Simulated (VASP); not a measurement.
# C (Fd-3m) in VASP: further runs

C is run at these levels: RPBE; tasks: single point.

All numbers are computed with VASP 6.6.1; they aren't measurements. Logs are shortened: lines on timing, memory, paths and dates and some standing lists are left out, and cuts for length are marked.

## 1. The cell of the first run

It takes space group Fd-3m (No. 227, cubic). Conventional cell: a = 3.589 Å, b = 3.589 Å, c = 3.589 Å, α = 90.00°, β = 90.00°, γ = 90.00°. Within 2.1 Å of C (site symmetry -43m) lie 4 C at 1.55 Å.

## 2. Single point, RPBE

INCAR reads:

```
SYSTEM = C
  ALGO = Normal
  EDIFF = 1E-7
  ENCUT = 520
  GGA = RP
  ISIF = 2
  ISMEAR = -1
  LASPH = .TRUE.
  LCHARG = .FALSE.
  LREAL = .FALSE.
  LWAVE = .FALSE.
  NBANDS = 11
  NELM = 100
  PREC = Accurate
  SIGMA = 0.05
```

KPOINTS reads:

```
k-points
0
G
  8 8 8
  0 0 0
```

POSCAR reads:

```
C
1.0
    0.0000000000      1.7943264871      1.7943264871
    1.7943264871      0.0000000000      1.7943264871
    1.7943264871      1.7943264871      0.0000000000
C
2
Direct
    0.5000000000      0.5000000000      0.5000000000
    0.7500000000      0.7500000000      0.7500000000
```

Potentials or basis: VASP PAW PBE potentials, release 64 (C).

On the command line:

```sh
$ cat potpaw_PBE.64/C/POTCAR > POTCAR
$ mpirun -np 1 vasp_std > vasp.out
```

OUTCAR:

```text
SYSTEM = C
   EDIFF = 1E-7
   ENCUT = 520
   GGA = RP
   ISIF = 2
   ISMEAR = -1
   LASPH = .TRUE.
   LREAL = .FALSE.
   NELM = 100
   PREC = Accurate

 ion  position               nearest neighbor table
   1  0.500  0.500  0.500-   2 1.55   2 1.55   2 1.55   2 1.55
   2  0.750  0.750  0.750-   1 1.55   1 1.55   1 1.55   1 1.55

  LATTYP: Found a face centered cubic cell.
 ALAT       =     3.5886529742

  Lattice vectors:

 A1 = (   0.0000000000,   1.7943264871,   1.7943264871)
 A2 = (   1.7943264871,   0.0000000000,   1.7943264871)
 A3 = (   1.7943264871,   1.7943264871,   0.0000000000)

Analysis of symmetry for initial positions (statically):
=====================================================================
 Subroutine PRICEL returns:
 Original cell was already a primitive cell.

 Routine SETGRP: Setting up the symmetry group for a
 face centered cubic supercell.

 Subroutine GETGRP returns: Found 48 space group operations
 (whereof 24 operations were pure point group operations)
 out of a pool of 48 trial point group operations.

The static configuration has the point symmetry T_d .
 The point group associated with its full space group is O_h .

Analysis of symmetry for dynamics (positions and initial velocities):
=====================================================================
 Subroutine PRICEL returns:
 Original cell was already a primitive cell.

 Routine SETGRP: Setting up the symmetry group for a
 face centered cubic supercell.

 Subroutine GETGRP returns: Found 48 space group operations
 (whereof 24 operations were pure point group operations)
 out of a pool of 48 trial point group operations.

The dynamic configuration has the point symmetry T_d .
 The point group associated with its full space group is O_h .

 Subroutine INISYM returns: Found 48 space group operations
 (whereof 24 operations are pure point group operations),
 and found     1 'primitive' translations

----------------------------------------------------------------------------------------

                                     Primitive cell

  volume of cell :      11.5541

  direct lattice vectors                    reciprocal lattice vectors
     0.000000000  1.794326487  1.794326487    -0.278656088  0.278656088  0.278656088
     1.794326487  0.000000000  1.794326487     0.278656088 -0.278656088  0.278656088
     1.794326487  1.794326487  0.000000000     0.278656088  0.278656088 -0.278656088

  length of vectors
     2.537560853  2.537560853  2.537560853     0.482646503  0.482646503  0.482646503

  position of ions in fractional coordinates (direct lattice)
     0.500000000  0.500000000  0.500000000
     0.750000000  0.750000000  0.750000000

  ion indices of the primitive-cell ions
   primitive index   ion index
                 1           1
                 2           2

----------------------------------------------------------------------------------------

 KPOINTS: k-points

Automatic generation of k-mesh.
 Grid dimensions read from file:
 generate k-points for:    8    8    8

 Generating k-lattice:

  Cartesian coordinates                     Fractional coordinates (reciprocal lattice)
    -0.034832011  0.034832011  0.034832011     0.125000000  0.000000000  0.000000000
     0.034832011 -0.034832011  0.034832011     0.000000000  0.125000000  0.000000000
     0.034832011  0.034832011 -0.034832011     0.000000000  0.000000000  0.125000000

  Length of vectors
     0.060330813  0.060330813  0.060330813

  Shift w.r.t. Gamma in fractional coordinates (k-lattice)
     0.000000000  0.000000000  0.000000000

 Subroutine IBZKPT returns following result:
 ===========================================

 Found     29 irreducible k-points:

 Following reciprocal coordinates:
            Coordinates               Weight
  0.000000  0.000000  0.000000      1.000000
  0.125000  0.000000  0.000000      8.000000
  0.250000  0.000000  0.000000      8.000000
  0.375000  0.000000  0.000000      8.000000
  0.500000  0.000000  0.000000      4.000000
  0.125000  0.125000  0.000000      6.000000
[... 16 lines left out ...]
  0.500000  0.250000  0.125000     48.000000
 -0.375000  0.250000  0.125000     24.000000
 [... further k-points ...]
   k-points           NKPTS =     29   k-points in BZ     NKDIM =     29   number of bands    NBANDS=     11
   number of dos      NEDOS =    301   number of ions     NIONS =      2
   total plane-waves  NPLWV =   8000
   dimension x,y,z NGX =    20 NGY =   20 NGZ =   20
   dimension x,y,z NGXF=    40 NGYF=   40 NGZF=   40
   ions per type =               2
   NGX,Y,Z   is equivalent  to a cutoff of  13.10, 13.10, 13.10 a.u.
   NGXF,Y,Z  is equivalent  to a cutoff of  26.21, 26.21, 26.21 a.u.
 SYSTEM =  C
   PREC   = accura    normal or accurate (medium, high low for compatibility)
   ISTART =      0    job   : 0-new  1-cont  2-samecut
   ICHARG =      2    charge: 1-file 2-atom 10-const
   ISPIN  =      1    spin polarized calculation?
   LNONCOLLINEAR =      F non collinear calculations
   LSORBIT =      F    spin-orbit coupling
   LASPH  =      T    aspherical Exc in radial PAW
   ENCUT  =  520.0 eV  38.22 Ry    6.18 a.u.   4.72  4.72  4.72*2*pi/ulx,y,z
   NELM   =    100;   NELMIN=  2; NELMDL= -5     # of ELM steps
   EDIFF  = 0.1E-06   stopping-criterion for ELM
   LREAL  =      F    real-space projection
   EDIFFG = 0.1E-05   stopping-criterion for IOM
   NSW    =      0    number of steps for IOM
   IBRION =     -1    ionic relax: 0-MD 1-quasi-New 2-CG
   NFREE  =      0    steps in history (QN), initial steepest desc. (CG)
   ISIF   =      2    stress and relaxation
   ISYM   =      2    0-nonsym 1-usesym 2-fastsym
   POTIM  = 0.5000    time-step for ionic-motion
   TEBEG  =    0.0;   TEEND  =   0.0 temperature during run
   PSTRESS=    0.0 pullay stress
   NELECT =       8.0000    total number of electrons
   NUPDOWN=      -1.0000    fix difference up-down
   EMIN   =  10.00;   EMAX   =-10.00  energy-range for DOS
   EFERMI =   0.00;   METHOD = LEGACY
   ISMEAR =    -1;   SIGMA  =   0.05  broadening in eV -4-tet -1-fermi 0-gaus
   EFERMI_NEDOS =   21; number of points for ismear=-14 and -15
   IALGO  =     38    algorithm
   IMIX   =      4    mixing-type and parameters
     AMIX     =   0.40;   BMIX     =  1.00
     AMIX_MAG =   1.60;   BMIX_MAG =  1.00
  volume/ion in A,a.u.               =       5.78        38.99
  Fermi-wavevector in a.u.,A,eV,Ry     =   1.448305  2.736900 28.539408  2.097587
  Thomas-Fermi vector in A             =   2.566161
   LORBIT       =      0    0 simple, 1 ext, 2 COOP (PROOUT), +10 PAW based schemes
   GGA     = RP    functional components
   LHFCALC =     F    Hartree Fock is set to
   AEXX    =    0.0000 exact exchange contribution
   IVDW    =     0    specifies the selected vdW correction
   LEPSILON=     F    determine dielectric tensor
   LRPA    =     F    only Hartree local field effects (RPA)
 non-spin polarized calculation
  energy-cutoff  :      520.00
  volume of cell :       11.55
 maximum number of plane-waves:       331
   NGX =  9   NGY =  9   NGZ =  9

 number of electron       8.0000000 magnetization

 Free energy of the ion-electron system (eV)
  ---------------------------------------------------
  ext. energy  EPLUGINS =         0.00000000
  ---------------------------------------------------
  free energy    TOTEN  =       -17.23386159 eV

  energy without entropy =      -17.23386159  energy(sigma->0) =      -17.23386159

 E-fermi :  10.5432     XC(G=0): -13.0722

 val. band max:        9.5869231733   @ k =   0.0000   0.0000   0.0000
 cond. band min:      13.6760128158   @ k =   0.3750   0.3750   0.0000
 fundamental gap:      4.0890896425
 Fermi energy:        10.5431912769

 k-point     1 :       0.0000    0.0000    0.0000
  band No.  band energies     occupation
      1     -11.7218      2.00000
      2       9.5869      2.00000
      3       9.5869      2.00000
      4       9.5869      2.00000
      5      15.1302      0.00000
      6      15.1302      0.00000
      7      15.1302      0.00000
      8      22.4426      0.00000
      9      28.7698      0.00000
     10      35.8204      0.00000
     11      35.8204      0.00000

 k-point     2 :       0.1250    0.0000    0.0000
  band No.  band energies     occupation
      1     -11.2947      2.00000
      2       7.1894      2.00000
      3       8.9446      2.00000
      4       8.9446      2.00000
      5      15.9763      0.00000
      6      15.9763      0.00000
      7      16.3741      0.00000
      8      22.8674      0.00000
      9      29.4256      0.00000
     10      32.8757      0.00000
     11      32.8757      0.00000

 k-point     3 :       0.2500    0.0000    0.0000
  band No.  band energies     occupation
      1     -10.0274      2.00000
      2       3.0493      2.00000
      3       7.8660      2.00000
      4       7.8660      2.00000
      5      17.3038      0.00000
      6      17.3038      0.00000
      7      17.5426      0.00000
      8      23.9589      0.00000
      9      30.1897      0.00000
     10      31.8117      0.00000
     11      31.8117      0.00000

 k-point     4 :       0.3750    0.0000    0.0000
  band No.  band energies     occupation
      1      -7.9932      2.00000
      2      -0.9848      2.00000
      3       7.0936      2.00000
      4       7.0936      2.00000
      5      17.9026      0.00000
      6      17.9026      0.00000
      7      18.0114      0.00000
      8      24.9393      0.00000
      9      30.6170      0.00000
     10      33.3994      0.00000
     11      33.3994      0.00000
[... 239 lines left out ...]
 k-point    22 :       0.3750    0.2500    0.1250
  band No.  band energies     occupation
      1      -8.9160      2.00000
      2       3.1000      2.00000
      3       4.1648      2.00000
      4       6.7307      2.00000
      5      16.0908      0.00000
      6      19.5079      0.00000
      7      21.0328      0.00000
      8      21.1691      0.00000
      9      30.0040      0.00000
     10      31.0865      0.00000
     11      35.0919      0.00000

 k-point    23 :       0.5000    0.2500    0.1250
  band No.  band energies     occupation
      1      -6.9218      2.00000
      2      -0.1824      2.00000
      3       3.3724      2.00000
      4       5.5635      2.00000
      5      17.4843      0.00000
      6      19.1109      0.00000
      7      21.7642      0.00000
      8      22.7986      0.00000
      9      29.6827      0.00000
     10      31.6839      0.00000
     11      35.5481      0.00000

 k-point    24 :      -0.3750    0.2500    0.1250
  band No.  band energies     occupation
      1      -5.0638      2.00000
      2      -2.6301      2.00000
      3       3.3272      2.00000
      4       4.9738      2.00000
      5      17.8561      0.00000
      6      18.8686      0.00000
      7      22.4146      0.00000
      8      24.2976      0.00000
      9      27.8463      0.00000
     10      33.2996      0.00000
     11      35.7153      0.00000

 [... further k-points ...]
[... 5 lines left out ...]
  --------------------------------------------------------------------------------------
  -------------------------------------------------------------------------------------
  Total        0.0344469      0.0344469      0.0344469      0.0000000      0.0000000     -0.0000000
  in kB        4.7766848      4.7766848      4.7766848      0.0000000      0.0000000     -0.0000000
  external PRESSURE =       4.7766848 kB  Pullay stress =       0.0000000 kB

 VOLUME and BASIS-vectors are now :
 -----------------------------------------------------------------------------
  energy-cutoff  :      520.00
  volume of cell :       11.55
      direct lattice vectors                 reciprocal lattice vectors
     0.000000000  1.794326487  1.794326487    -0.278656088  0.278656088  0.278656088
     1.794326487  0.000000000  1.794326487     0.278656088 -0.278656088  0.278656088
     1.794326487  1.794326487  0.000000000     0.278656088  0.278656088 -0.278656088

 POSITION                                       TOTAL-FORCE (eV/Angst)
 -----------------------------------------------------------------------------------
      1.79433      1.79433      1.79433         0.000000      0.000000      0.000000
      2.69149      2.69149      2.69149        -0.000000     -0.000000     -0.000000
 -----------------------------------------------------------------------------------
    total drift:                                0.000000     -0.000000      0.000000

  FREE ENERGIE OF THE ION-ELECTRON SYSTEM (eV)
  ---------------------------------------------------
  free  energy   TOTEN  =       -17.2338615862 eV

  energy  without entropy=      -17.2338615861  energy(sigma->0) =      -17.23386159
```

It took 5.2 s on 1 thread of AMD EPYC 7R13, shared host; peak memory 0.09 GiB.

What came out:

- Free energy: -17.2339 eV
- Pressure: 0.5 GPa
- Band gap on the k mesh: 4.09 eV, indirect (least direct gap 5.54 eV)

Caveat: the PAW data sets were made with another functional, which shifts forces and pressure a little. A k mesh can miss the band edges.

## 3. Single point, RPBE (volume scaled by 0.88)

INCAR reads:

```
SYSTEM = C
ALGO = Normal
EDIFF = 1E-6
ENCUT = 520
GGA = RP
ISIF = 2
ISMEAR = -1
LASPH = .TRUE.
LCHARG = .TRUE.
LELF = .TRUE.
LREAL = .FALSE.
LVHAR = .TRUE.
LWAVE = .FALSE.
NBANDS = 11
NELM = 100
PREC = Accurate
SIGMA = 0.05
```

KPOINTS reads:

```
k-points
0
G
  13 13 13
  0 0 0
```

POSCAR reads:

```
C
1.0
    0.0000000000      1.7194743121      1.7194743121
    1.7194743121      0.0000000000      1.7194743121
    1.7194743121      1.7194743121      0.0000000000
C
2
Direct
    0.5000000000      0.5000000000      0.5000000000
    0.7500000000      0.7500000000      0.7500000000
```

Potentials or basis: VASP PAW PBE potentials, release 64 (C).

On the command line:

```sh
$ cat potpaw_PBE.64/C/POTCAR > POTCAR
$ mpirun -np 1 vasp_std > vasp.out
```

Wall time 9 s (1 thread of AMD EPYC 7R13, shared host); peak memory 0.09 GiB.

The run converged. Its results:

```yaml
Free_energy: -16.9612 eV
Pressure: 68.6 GPa
Band_gap_on_the_k_mesh: 4.37 eV, indirect (least direct gap 5.89 eV)
```

Levels at points of the mesh, in eV from the valence-band top:
| k point | band 2 | band 3 | band 4 | band 5 | band 6 | band 7 |
| --- | --- | --- | --- | --- | --- | --- |
| (0.00, 0.00, 0.00) | 0.00 | 0.00 | 0.00 | 5.89 | 5.89 | 5.89 |

Caveat: the PAW data sets were made with another functional, which shifts forces and pressure a little. A k mesh can miss the band edges.
